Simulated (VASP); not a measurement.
# HfSnSe4 (P-3m1) in VASP: further runs, part 2 of 2

VASP 6.6.1. Earlier steps stand in the parts before.

## 3. Single point, PBE

This run uses another cell than the first one, of 29.39 Å³/atom, 1.015 times its volume.

The input, INCAR:

```
PREC = Accurate
ENCUT = 520
EDIFF = 1E-6
ISMEAR = 0
SIGMA = 0.1
LREAL = F
LASPH = T
NELM = 100
ALGO = Normal
ISIF = 2
LWAVE = F
LCHARG = F
GGA = PE
NBANDS = 33
```

The input, KPOINTS:

```
Automatic mesh
0
Gamma
  6 6 2
```

The input, POSCAR:

```
HfSnSe4
1.0
    3.8260696702      0.0000000000      0.0000000000
   -1.9130348351      3.3134735311      0.0000000000
    0.0000000000      0.0000000000     13.9109978810
Hf Sn Se
1 1 4
Direct
    0.0000000000      0.0000000000      0.5000000000
    0.0000000000      0.0000000000      0.0000000000
    0.6666666667      0.3333333333      0.8844009593
    0.6666666667      0.3333333333      0.3884971200
    0.3333333333      0.6666666667      0.6115028800
    0.3333333333      0.6666666667      0.1155990407
```

Potentials or basis: VASP PAW PBE potentials, release 64 (Hf_pv, Sn_d, Se).

The run is started by

```
cat potpaw_PBE.64/Hf_pv/POTCAR potpaw_PBE.64/Sn_d/POTCAR potpaw_PBE.64/Se/POTCAR > POTCAR
mpirun -np 1 vasp_std > vasp.out
```

OUTCAR:

```text
PREC = Accurate
   ENCUT = 520
   EDIFF = 1E-6
   ISMEAR = 0
   LREAL = F
   LASPH = T
   NELM = 100
   ISIF = 2
   GGA = PE

 ion  position               nearest neighbor table
   1  0.000  0.000  0.500-   4 2.70   5 2.70   4 2.70   5 2.70   4 2.70   5 2.70
   2  0.000  0.000  0.000-   3 2.73   6 2.73   3 2.73   6 2.73   3 2.73   6 2.73
   3  0.667  0.333  0.884-   2 2.73   2 2.73   2 2.73
   4  0.667  0.333  0.388-   1 2.70   1 2.70   1 2.70
   5  0.333  0.667  0.612-   1 2.70   1 2.70   1 2.70
   6  0.333  0.667  0.116-   2 2.73   2 2.73   2 2.73

  LATTYP: Found a hexagonal cell.
 ALAT       =     3.8260696702
 C/A-ratio  =     3.6358454184

  Lattice vectors:

 A1 = (   3.8260696702,   0.0000000000,   0.0000000000)
 A2 = (  -1.9130348351,   3.3134735311,   0.0000000000)
 A3 = (   0.0000000000,   0.0000000000,  13.9109978810)

Analysis of symmetry for initial positions (statically):
=====================================================================
 Subroutine PRICEL returns:
 Original cell was already a primitive cell.

 Routine SETGRP: Setting up the symmetry group for a
 hexagonal supercell.

 Subroutine GETGRP returns: Found 12 space group operations
 (whereof 12 operations were pure point group operations)
 out of a pool of 24 trial point group operations.

The static configuration has the point symmetry D_3d.

Analysis of symmetry for dynamics (positions and initial velocities):
=====================================================================
 Subroutine PRICEL returns:
 Original cell was already a primitive cell.

 Routine SETGRP: Setting up the symmetry group for a
 hexagonal supercell.

 Subroutine GETGRP returns: Found 12 space group operations
 (whereof 12 operations were pure point group operations)
 out of a pool of 24 trial point group operations.

The dynamic configuration has the point symmetry D_3d.

 Subroutine INISYM returns: Found 12 space group operations
 (whereof 12 operations are pure point group operations),
 and found     1 'primitive' translations

----------------------------------------------------------------------------------------

                                     Primitive cell

  volume of cell :     176.3578

  direct lattice vectors                    reciprocal lattice vectors
     3.826069670  0.000000000  0.000000000     0.261364817  0.150899048  0.000000000
    -1.913034835  3.313473531  0.000000000     0.000000000  0.301798095  0.000000000
     0.000000000  0.000000000 13.910997881     0.000000000  0.000000000  0.071885569

  length of vectors
     3.826069670  3.826069670 13.910997881     0.301798095  0.301798095  0.071885569

  position of ions in fractional coordinates (direct lattice)
     0.000000000  0.000000000  0.500000000
     0.000000000  0.000000000  0.000000000
     0.666666667  0.333333333  0.884400959
     0.666666667  0.333333333  0.388497120
     0.333333333  0.666666667  0.611502880
     0.333333333  0.666666667  0.115599041

  ion indices of the primitive-cell ions
   primitive index   ion index
                 1           1
[... 34 lines left out ...]
  0.000000  0.000000  0.000000      1.000000
  0.166667  0.000000  0.000000      6.000000
  0.333333  0.000000  0.000000      6.000000
  0.500000  0.000000  0.000000      3.000000
  0.166667  0.166667  0.000000      6.000000
  0.333333  0.166667  0.000000     12.000000
  0.333333  0.333333  0.000000      2.000000
  0.000000  0.000000  0.500000      1.000000
  0.166667  0.000000  0.500000      6.000000
  0.333333  0.000000  0.500000      6.000000
  0.500000  0.000000  0.500000      3.000000
  0.166667  0.166667  0.500000      6.000000
  0.333333  0.166667  0.500000     12.000000
  0.333333  0.333333  0.500000      2.000000
   k-points           NKPTS =     14   k-points in BZ     NKDIM =     14   number of bands    NBANDS=     33
   number of dos      NEDOS =    301   number of ions     NIONS =      6
   total plane-waves  NPLWV =  84672
   dimension x,y,z NGX =    28 NGY =   28 NGZ =  108
   dimension x,y,z NGXF=    56 NGYF=   56 NGZF=  216
   ions per type =               1   1   4
   NGX,Y,Z   is equivalent  to a cutoff of  12.17, 12.17, 12.91 a.u.
   NGXF,Y,Z  is equivalent  to a cutoff of  24.33, 24.33, 25.81 a.u.
 SYSTEM =  unknown system
   PREC   = accura    normal or accurate (medium, high low for compatibility)
   ISTART =      0    job   : 0-new  1-cont  2-samecut
   ICHARG =      2    charge: 1-file 2-atom 10-const
   ISPIN  =      1    spin polarized calculation?
   LNONCOLLINEAR =      F non collinear calculations
   LSORBIT =      F    spin-orbit coupling
   LASPH  =      T    aspherical Exc in radial PAW
   ENCUT  =  520.0 eV  38.22 Ry    6.18 a.u.   7.11  7.11 25.87*2*pi/ulx,y,z
   NELM   =    100;   NELMIN=  2; NELMDL= -5     # of ELM steps
   EDIFF  = 0.1E-05   stopping-criterion for ELM
   LREAL  =      F    real-space projection
   EDIFFG = 0.1E-04   stopping-criterion for IOM
   NSW    =      0    number of steps for IOM
   IBRION =     -1    ionic relax: 0-MD 1-quasi-New 2-CG
   NFREE  =      0    steps in history (QN), initial steepest desc. (CG)
   ISIF   =      2    stress and relaxation
   ISYM   =      2    0-nonsym 1-usesym 2-fastsym
   POTIM  = 0.5000    time-step for ionic-motion
   TEBEG  =    0.0;   TEEND  =   0.0 temperature during run
   PSTRESS=    0.0 pullay stress
   NELECT =      48.0000    total number of electrons
   NUPDOWN=      -1.0000    fix difference up-down
   EMIN   =  10.00;   EMAX   =-10.00  energy-range for DOS
   EFERMI =   0.00;   METHOD = LEGACY
   ISMEAR =     0;   SIGMA  =   0.10  broadening in eV -4-tet -1-fermi 0-gaus
   EFERMI_NEDOS =   21; number of points for ismear=-14 and -15
   IALGO  =     38    algorithm
   IMIX   =      4    mixing-type and parameters
     AMIX     =   0.40;   BMIX     =  1.00
     AMIX_MAG =   1.60;   BMIX_MAG =  1.00
  volume/ion in A,a.u.               =      29.39       198.35
  Fermi-wavevector in a.u.,A,eV,Ry     =   1.060939  2.004884 15.314599  1.125591
  Thomas-Fermi vector in A             =   2.196337
   LORBIT       =      0    0 simple, 1 ext, 2 COOP (PROOUT), +10 PAW based schemes
   GGA     = PE    functional components
   LHFCALC =     F    Hartree Fock is set to
   AEXX    =    0.0000 exact exchange contribution
   IVDW    =     0    specifies the selected vdW correction
   LEPSILON=     F    determine dielectric tensor
   LRPA    =     F    only Hartree local field effects (RPA)
 non-spin polarized calculation
 Gauss-broadening in eV      SIGMA  =   0.10
  energy-cutoff  :      520.00
  volume of cell :      176.36
 maximum number of plane-waves:      4785
   NGX = 15   NGY = 15   NGZ = 51

 number of electron      48.0000005 magnetization

 Free energy of the ion-electron system (eV)
  ---------------------------------------------------
  ext. energy  EPLUGINS =         0.00000000
  ---------------------------------------------------
  free energy    TOTEN  =       -32.80717179 eV

  energy without entropy =      -32.80715322  energy(sigma->0) =      -32.80716250

 E-fermi :   2.6527     XC(G=0):  -8.6984

 val. band max:        2.4120508704   @ k =   0.0000   0.0000   0.5000
 cond. band min:       2.8887899854   @ k =   0.5000   0.0000   0.0000
 fundamental gap:      0.4767391151
 Fermi energy:         2.6527276025

 k-point     1 :       0.0000    0.0000    0.0000
  band No.  band energies     occupation
      1     -28.8855      2.00000
      2     -28.8168      2.00000
      3     -28.8168      2.00000
      4     -18.9904      2.00000
      5     -18.9904      2.00000
      6     -18.9522      2.00000
[... 493 lines left out ...]
     32       7.7386      0.00000
     33       8.4719      0.00000

------------------------ aborting loop because EDIFF is reached ----------------------------------------

  FORCE on cell =-STRESS in cart. coord.  units (eV):
  Direction    XX          YY          ZZ          XY          YZ          ZX
  --------------------------------------------------------------------------------------
  -------------------------------------------------------------------------------------
  Total       -0.0924728     -0.0924728     -0.0537565      0.0000000      0.0000000      0.0000000
  in kB       -0.8400984     -0.8400984     -0.4883674      0.0000000      0.0000000      0.0000000
  external PRESSURE =      -0.7228547 kB  Pullay stress =       0.0000000 kB

 VOLUME and BASIS-vectors are now :
 -----------------------------------------------------------------------------
  energy-cutoff  :      520.00
  volume of cell :      176.36
      direct lattice vectors                 reciprocal lattice vectors
     3.826069670  0.000000000  0.000000000     0.261364817  0.150899048  0.000000000
    -1.913034835  3.313473531  0.000000000     0.000000000  0.301798095  0.000000000
     0.000000000  0.000000000 13.910997881     0.000000000  0.000000000  0.071885569

 POSITION                                       TOTAL-FORCE (eV/Angst)
 -----------------------------------------------------------------------------------
      0.00000      0.00000      6.95550        -0.000000      0.000000     -0.000000
      0.00000      0.00000      0.00000        -0.000000      0.000000     -0.000000
      1.91303      1.10449     12.30290        -0.000000      0.000000     -0.014863
      1.91303      1.10449      5.40438         0.000000      0.000000      0.042807
     -0.00000      2.20898      8.50662        -0.000000     -0.000000     -0.042807
     -0.00000      2.20898      1.60810        -0.000000      0.000000      0.014863
 -----------------------------------------------------------------------------------
    total drift:                               -0.000000     -0.000000      0.000000

  FREE ENERGIE OF THE ION-ELECTRON SYSTEM (eV)
  ---------------------------------------------------
  free  energy   TOTEN  =       -32.8071717863 eV

  energy  without entropy=      -32.8071532208  energy(sigma->0) =      -32.80716250
```

OSZICAR:

```text
N       E                     dE             d eps       ncg     rms          rms(c)
DAV:   1     0.380771438701E+03    0.38077E+03   -0.21195E+04   933   0.143E+03
DAV:   2     0.178670745344E+02   -0.36290E+03   -0.34236E+03  1006   0.363E+02
DAV:   3    -0.322848819299E+02   -0.50152E+02   -0.47724E+02  1191   0.123E+02
DAV:   4    -0.345628762797E+02   -0.22780E+01   -0.22618E+01  1126   0.277E+01
DAV:   5    -0.346311838979E+02   -0.68308E-01   -0.68256E-01  1375   0.503E+00    0.430E+01
DAV:   6    -0.329024713104E+02    0.17287E+01   -0.37102E+00  1011   0.935E+00    0.307E+01
DAV:   7    -0.328908033989E+02    0.11668E-01   -0.19553E+00  1126   0.653E+00    0.377E+00
DAV:   8    -0.328100752570E+02    0.80728E-01   -0.28128E-01  1060   0.315E+00    0.269E+00
DAV:   9    -0.328076871495E+02    0.23881E-02   -0.47986E-02  1199   0.983E-01    0.156E+00
DAV:  10    -0.328072066960E+02    0.48045E-03   -0.40549E-03  1126   0.378E-01    0.391E-01
DAV:  11    -0.328072129007E+02   -0.62046E-05   -0.44835E-04  1198   0.113E-01    0.201E-01
DAV:  12    -0.328071878077E+02    0.25093E-04   -0.10028E-04  1181   0.436E-02    0.451E-02
DAV:  13    -0.328071752674E+02    0.12540E-04   -0.35410E-05  1232   0.318E-02    0.148E-02
DAV:  14    -0.328071741188E+02    0.11486E-05   -0.14098E-05  1061   0.146E-02    0.117E-02
DAV:  15    -0.328071723156E+02    0.18032E-05   -0.16179E-06   968   0.897E-03    0.249E-02
DAV:  16    -0.328071717863E+02    0.52933E-06   -0.23811E-06  1023   0.945E-03
   1 F= -.32807172E+02 E0= -.32807163E+02  d E =-.185655E-04
```

Wall time 87 s (1 thread of Intel Xeon Platinum 8488C (Sapphire Rapids), shared host); peak memory 0.31 GiB.

What came out:

```
Free energy            : -32.8072 eV
Pressure               : -0.1 GPa
Largest force          : 0.043 eV/Å
Band gap on the k mesh : 0.48 eV, indirect (least direct gap 1.06 eV)
```

Forces on the atoms (eV/Å):
```
Hf   0.000  0.000  0.000
Sn   0.000  0.000  0.000
Se   0.000  0.000 -0.015
Se   0.000  0.000  0.043
Se   0.000  0.000 -0.043
Se   0.000  0.000  0.015
```

Caveat: spin-orbit coupling is left out, which moves the levels of the heavy elements; this functional lacks dispersion, which binds the layers, so the pressure and a relaxed spacing across them are unreliable. A k mesh can miss the band edges.
